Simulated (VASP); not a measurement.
A run of VASP 6.6.1 is set up as follows.

File INCAR:

```
SYSTEM = CoMo
ALGO = Normal ; EDIFF = 1E-6
ENCUT = 690 ; GGA_COMPAT = .False.
ISIF = 2 ; ISMEAR = -1
LASPH = .True. ; LCHARG = .False.
LREAL = .False. ; LWAVE = .False.
NBANDS = 22 ; NELM = 120
PREC = Accurate ; SIGMA = 0.05
```

Contents of KPOINTS:

```
k-points
0
Gamma
  14 14 8
  0 0 0
```

File POSCAR:

```
CoMo
1.0
    2.6949279053      0.0000000000      0.0000000000
   -1.3474639526      2.3338760273      0.0000000000
    0.0000000000      0.0000000000      4.1836180000
Co Mo
1 1
Direct
    0.6666666667      0.3333333333      0.5000000000
    0.3333333333      0.6666666667      0.0000000000
```

Potentials or basis: VASP PAW LDA potentials, release 64 (Co_sv, Mo_sv).

Command:

```console
$ cat potpaw_LDA.64/Co_sv/POTCAR potpaw_LDA.64/Mo_sv/POTCAR > POTCAR
$ mpirun -np 1 vasp_std > vasp.out
```

Predict the pressure.

-12.8 GPa.

What does it give for the band gap on the k mesh?

Zero (an odd number of electrons rules out a gap without spin polarisation).

Stress tensor (GPa, compression positive):
```
-12.68   0.00   0.00
  0.00 -12.68   0.00
  0.00   0.00 -13.12
```

Caveat: the cell stands under tension; the run has no spin polarisation, though such a crystal can be magnetic. Spin polarisation is off, so any magnetic state and its effect on volume and gap are missing.
